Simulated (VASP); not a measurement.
Be:

```
Be
1.0
     2.28530    0.00000    0.00000
    -1.14265    1.97913    0.00000
     0.00000    0.00000    3.58420
Be
2
Direct
  0.33333 0.66667 0.25000
  0.66667 0.33333 0.75000
```

```yaml
Program: VASP 6.6.1
Task: relaxation of cell and atoms
Functional: LDA
Potentials_or_basis: VASP PAW LDA potentials, release 64 (Be)
Cutoff: 600 eV
k_mesh: 12 × 12 × 7
Occupations: fermi-dirac, width 0.05 eV
Spin: no spin polarisation
```

At the start: pressure -8.0 GPa; volume 8.11 Å³/atom.

Question: How do energy, volume and symmetry change on relaxing?

Answer: Over 5 steps the energy falls by 14.1 meV/atom and the volume is 7.56 Å³/atom (-6.7 %); space group P6_3/mmc (No. 194, to 0.05 Å).

Step by step:
```
step  energy change (eV)  largest force (eV/Å)  pressure (GPa)  volume (Å³)
   1              0.0000                0.0000           -7.97        16.21
   2             -0.0275                0.0000           -1.18        15.28
   3             -0.0281                0.0000           -0.01        15.14
   4             -0.0280                0.0000            0.17        15.12
   5             -0.0282                0.0000            0.15        15.12
```

Final structure:
```
CELL_PARAMETERS angstrom
2.22883 0.00000 0.00000
-1.11441 1.93022 0.00000
0.00000 0.00000 3.51515
ATOMIC_POSITIONS crystal
Be 0.33333 0.66667 0.25000
Be 0.66667 0.33333 0.75000
```
